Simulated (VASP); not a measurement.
Crystal: AlN.

```
Al N
1.0
     0.00000    2.21273    2.21273
     2.21273    0.00000    2.21273
     2.21273    2.21273    0.00000
Al N
1 1
Direct
  0.00000 0.00000 0.00000
  0.25000 0.25000 0.25000
```

Base run:

```yaml
Program: VASP 6.6.1
Functional: revPBE
Dispersion: D4
Potentials_or_basis: VASP PAW PBE potentials, release 64 (Al, N)
Cutoff: 600 eV
k_mesh: 10 × 10 × 10
Occupations: fermi-dirac, width 0.05 eV
Spin: no spin polarisation
```

Its results: band gap on the k mesh 3.33 eV, indirect (least direct gap 3.88 eV); pressure -10.2 GPa.

Task: After a change of settings the same cell gave: band gap on the k mesh 3.33 eV, indirect (least direct gap 3.88 eV); pressure -0.8 GPa. Which change was it?
A. functional from revPBE to r2SCAN; cutoff from 600 eV to 520 eV
B. functional from revPBE to BLYP; dispersion from D4 to D3(BJ); cutoff from 600 eV to 520 eV
C. dispersion from D4 to none; cutoff from 600 eV to 520 eV
D. functional from revPBE to PBEsol; dispersion from D4 to none; cutoff from 600 eV to 520 eV

Result: C.

Caveats: the PAW data sets were made with another functional, which shifts forces and pressure a little.
